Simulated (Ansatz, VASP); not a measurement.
# Two plane-wave programs on In

```
CELL_PARAMETERS angstrom
7.72444 0.00000 0.00000
0.00000 7.72444 0.00000
0.00000 0.00000 2.83243
ATOMIC_POSITIONS crystal
In 0.17680 0.32320 0.00000
In 0.32320 0.82320 0.00000
In 0.82320 0.67680 0.00000
In 0.67680 0.17680 0.00000
In 0.00000 0.00000 0.00000
In 0.50000 0.50000 0.00000
```

Alike in both runs: task relaxation of cell and atoms; functional PBE; k mesh 2 × 2 × 6; occupations gaussian, width 0.1 eV; no spin polarisation.

```csv
,VASP,Ansatz
version,VASP 6.6.1,Ansatz 0.2.0
potentials or method,"VASP PAW PBE potentials, release 64 (In_d), cutoff 600 eV","scalar-relativistic, plane waves, PAW"
valence electrons in the cell,78,78
```

|  | VASP | Ansatz | Ansatz less VASP |
| --- | --- | --- | --- |
| gap on the k mesh at the Fermi level, each at its own relaxed structure (eV) | none | none | - |
| relaxed volume (Å³/atom) | 30.91 | 31.26 | +0.348 |
| relaxed cell length with the largest relative difference (Å) | 3.159 | 3.035 | -0.1242 |

A gap of «none» marks a metal or a gap that the smearing closes.

The k mesh is coarse, so the values compare programs but aren't converged.
